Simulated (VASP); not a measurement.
Here is a VASP 6.6.1 calculation.

INCAR

```
PREC     = Accurate       # precision mode
ENCUT    = 520            # plane-wave cutoff, eV
EDIFF    = 1E-8           # SCF threshold, eV
ISMEAR   = -1             # smearing method
SIGMA    = 0.03           # smearing width, eV
LREAL    = False          # projectors in reciprocal space
LASPH    = True           # aspherical terms in the spheres
NELM     = 100            # most SCF steps
ALGO     = Normal         # electronic algorithm
ISIF     = 2              # what is computed and relaxed
LWAVE    = False          # write WAVECAR
LCHARG   = False          # write CHGCAR
GGA      = CA             # functional
LEFG     = True         
NBANDS   = 32             # bands
```

The input KPOINTS:

```
regular mesh
0
Gamma
  13 13 8
```

The input POSCAR:

```
Lu
1.0
    3.5560870662      0.0000000000      0.0000000000
   -1.7780435331      3.0796617375      0.0000000000
    0.0000000000      0.0000000000      5.6398531373
Lu
2
Direct
    0.3333333333      0.6666666667      0.2500000000
    0.6666666667      0.3333333333      0.7500000000
```

Potentials or basis: VASP PAW PBE potentials, release 64 (Lu).

The run is started by

```bash
$ cat potpaw_PBE.64/Lu/POTCAR > POTCAR
$ mpirun -np 1 vasp_std > vasp.out
```

Predict the band gap on the k mesh.

zero (bands 25 and 26 overlap by 1.62 eV).

What does it give for the pressure?

-6.9 GPa.

Stress tensor (GPa, compression positive):
```
-6.50  0.00  0.00
 0.00 -6.50  0.00
 0.00  0.00 -7.76
```

Caveat: the cell stands under tension; without QUAD_EFG the Cq values of the log hold for a quadrupole moment of 1 mb, not for the nuclei; the PAW data sets were made with another functional, which shifts forces and pressure a little; spin-orbit coupling is left out, which moves the levels of the heavy elements.
